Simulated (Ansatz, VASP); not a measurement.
Al: VASP beside Ansatz

```xyz
1
Lattice="0.0000 2.0071 2.0071 2.0071 0.0000 2.0071 2.0071 2.0071 0.0000" Properties=species:S:1:pos:R:3 pbc="T T T"
Al    0.0000    0.0000    0.0000
```

Alike in both runs: functional PBEsol; k mesh 13 × 13 × 13; occupations fermi-dirac, width 0.1 eV; no spin polarisation.

Ansatz relaxed the structure, and its values are those at the end. VASP's run is a single point on that final structure, the one shown.

```csv
,VASP,Ansatz
version,VASP 6.6.1,Ansatz 0.2.0
potentials or method,"VASP PAW PBE potentials, release 64 (Al), cutoff 500 eV","plane waves (420 eV) with PAW (set soft_1), scalar-relativistic"
valence electrons in the cell,3,3
```

|  | VASP | Ansatz | Ansatz less VASP |
| --- | --- | --- | --- |
| pressure (GPa) | 0.1 | 0.0 | -0.08 |

VASP's potentials were made for PBE, not for PBEsol, and Ansatz warns of the same on its side.
